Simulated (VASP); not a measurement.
Wanted: the native input for a VASP 6.6.1 run.

```yaml
Task: single point
Functional: r2SCAN
Potentials_or_basis: VASP PAW PBE potentials, release 64 (B, P)
Cutoff: 520 eV
k_mesh: 10 × 10 × 10
Occupations: gaussian, width 0.01 eV
Spin: no spin polarisation
Dipole_correction: no
Further_INCAR_settings: ALGO = Normal; EDIFF = 1e-07; NBANDS = 11
```

Crystal: BP.

```
B P
1.0
     0.00000    2.26832    2.31368
     2.26832    0.00000    2.31368
     2.26832    2.26832    0.00000
B P
1 1
Direct
  0.00000 0.00000 0.00000
  0.25000 0.25000 0.25000
```

This cell differs from its parent crystal: uniaxial z strain +2.0%.

The input as run:

POSCAR

```
BP
1.0
    0.0000000000      2.2683156689      2.3136819823
    2.2683156689      0.0000000000      2.3136819823
    2.2683156689      2.2683156689      0.0000000000
B P
1 1
Direct
    0.0000000000      0.0000000000      0.0000000000
    0.2500000000      0.2500000000      0.2500000000
```

INCAR.step1

```
ALGO = Normal
EDIFF = 1E-4
ENCUT = 520
GGA = PE
ISMEAR = 0
LASPH = True
LCHARG = False
LREAL = False
LWAVE = True
NBANDS = 11
NELM = 100
PREC = Accurate
SIGMA = 0.01
```

INCAR.step2

```
ALGO = Normal
EDIFF = 1E-7
ENCUT = 520
ISIF = 2
ISMEAR = 0
ISTART = 1
LASPH = True
LCHARG = False
LMIXTAU = True
LREAL = False
LWAVE = False
METAGGA = R2SCAN
NBANDS = 11
NELM = 100
PREC = Accurate
SIGMA = 0.01
```

KPOINTS

```
k-points
0
Gamma
  10 10 10
```

Potentials or basis: VASP PAW PBE potentials, release 64 (B, P).

The run is started by

```console
$ cat potpaw_PBE.64/B/POTCAR potpaw_PBE.64/P/POTCAR > POTCAR
$ cp INCAR.step1 INCAR
$ mpirun -np 1 vasp_std > vasp.out
$ cp INCAR.step2 INCAR
$ mpirun -np 1 vasp_std > vasp.out
```

Results of the run:

```
Pressure               : -3.7 GPa
Band gap on the k mesh : 1.31 eV, indirect (least direct gap 3.50 eV)
```

Caveat: the cell differs from its parent crystal (uniaxial z strain +2.0%); the PAW data sets were made with another functional, which shifts forces and pressure a little.

It took 33 s on 1 thread of Intel(R) Xeon(R) 6975P-C (Granite Rapids), with other jobs on the host, peak memory 0.15 GiB.
